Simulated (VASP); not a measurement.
Here is a VASP 6.6.1 calculation.

File INCAR:

```
SYSTEM = AlN
PREC     = Accurate       ! precision mode
ENCUT    = 520            ! plane-wave cutoff, eV
EDIFF    = 1E-6           ! SCF threshold, eV
ISMEAR   = 0              ! smearing method
SIGMA    = 0.05           ! smearing width, eV
LREAL    = .False.        ! projectors in reciprocal space
LASPH    = .True.         ! aspherical terms in the spheres
NELM     = 80             ! most SCF steps
ALGO     = Normal         ! electronic algorithm
ISIF     = 2              ! what is computed and relaxed
LWAVE    = .False.        ! write WAVECAR
LCHARG   = .False.        ! write CHGCAR
GGA      = PS             ! functional
NBANDS   = 16             ! bands
```

Contents of KPOINTS:

```
regular mesh
0
Gamma
  12 12 6
  0 0 0
```

Contents of POSCAR:

```
AlN
1.0
    3.3121200000     -0.0248409000      0.0000000000
   -1.6775728500      2.8808004500      0.0000000000
    0.0000000000      0.0000000000      4.1875600000
Al N
2 2
Direct
    0.3333333333      0.6666666667      0.7500000000
    0.6666666667      0.3333333333      0.2500000000
    0.3333333333      0.6666666667      0.2500000000
    0.6666666667      0.3333333333      0.7500000000
```

Potentials or basis: VASP PAW PBE potentials, release 64 (Al, N).

Launch:

```console
$ cat potpaw_PBE.64/Al/POTCAR potpaw_PBE.64/N/POTCAR > POTCAR
$ mpirun -np 1 vasp_std > vasp.out
```

Question: Estimate the largest force.

Answer: 0.200 eV/Å.

Question: Predict the pressure.

Answer: -3.5 GPa.

Question: What does it give for the band gap on the k mesh?

Answer: 3.19 eV.

Stress tensor (GPa, compression positive):
```
-3.14  2.48  0.00
 2.48 -3.18  0.00
 0.00  0.00 -4.13
```

Caveat: the cell stands under tension; the PAW data sets were made with another functional, which shifts forces and pressure a little. A k mesh can miss the band edges.
